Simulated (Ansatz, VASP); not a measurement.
One calculation of SrCl2, two programs

The input POSCAR:

```
SrCl2
1.0
    0.0521895841      3.5149304885      3.5149304885
    3.5149304885      0.0521895841      3.5149304885
    3.5149304885      3.5149304885      0.0521895841
Sr Cl
1 2
Direct
    0.0000000000      0.0000000000      0.0000000000
    0.2487447933      0.2487447933      0.2487447933
    0.7512552067      0.7512552067      0.7512552067
```

INCAR.step1

```
ALGO = Normal ; EDIFF = 1E-5
ENCUT = 520 ; GGA = PE
ISIF = 2 ; ISMEAR = 0
LASPH = T ; LCHARG = F
LREAL = F ; LWAVE = T
NBANDS = 19 ; NELM = 60
PREC = Accurate ; SIGMA = 0.01
```

INCAR.step2

```
ALGO = Normal ; EDIFF = 1E-6
ENCUT = 520 ; GGA = PE
HFSCREEN = 0.2079 ; ISIF = 2
ISMEAR = 0 ; ISTART = 1
LASPH = T ; LCHARG = F
LHFCALC = T ; LREAL = F
LWAVE = F ; NBANDS = 19
NELM = 60 ; PREC = Accurate
PRECFOCK = Normal ; SIGMA = 0.01
```

KPOINTS

```
k-points
0
Gamma
  4 4 4
```

Input for Ansatz:

```yaml
crystal:
  lattice:
    - [0.0521895841, 3.5149304885, 3.5149304885]
    - [3.5149304885, 0.0521895841, 3.5149304885]
    - [3.5149304885, 3.5149304885, 0.0521895841]
  atoms:
    - { symbol: Sr, position: [0.0, 0.0, 0.0] }
    - { symbol: Cl, position: [0.2487447933, 0.2487447933, 0.2487447933] }
    - { symbol: Cl, position: [0.7512552067, 0.7512552067, 0.7512552067] }
kpoints:
  mp_grid: { grid: [4, 4, 4] }
  band_path:
    path:
      - [0.0, 0.0, 0.0]
      - [0.5, 0.0, 0.5]
      - [0.625, 0.25, 0.625]
      - [0.375, 0.375, 0.75]
      - [0.5, 0.5, 0.5]
      - [0.5, 0.25, 0.75]
      - [0.0, 0.5, 0.5]
    npoints: 1
hamiltonian:
  xc: hse06
scf:
  occupations: { method: fixed }
  n_extra_bands: 4
output:
  forces: true
  stress: true
  eigenvalues: true
```

Change from the starting cell: epitaxial_111 strain -1.0%.

Alike in both runs: task single point; functional HSE06; k mesh 4 × 4 × 4; no spin polarisation.

```csv
,VASP,Ansatz
version,VASP 6.6.1,Ansatz 0.2.0
potentials or method,"VASP PAW PBE potentials, release 64 (Sr_sv, Cl)","plane waves, PAW"
plane-wave cutoff (eV),520,420
occupations,"gaussian, width 0.01 eV",fixed
valence electrons in the cell,24,24
```

|  | VASP | Ansatz | Ansatz less VASP |
| --- | --- | --- | --- |
| gap on the k mesh at the Fermi level (eV) | 6.61 | 6.62 | +0.007 |
| pressure (GPa) | 0.6 | 0.5 | -0.07 |
| traceless stress, the component that is largest in VASP (GPa) | -0.13 | -0.13 | +0.004 |
| rms of the force components (eV/Å) | 0.004 | 0.005 | +0.0009 |

Atom by atom the forces differ by 0.001 eV/Å (rms over components). Ansatz's warnings: stress exchange threshold loose, stress scf threshold loose.
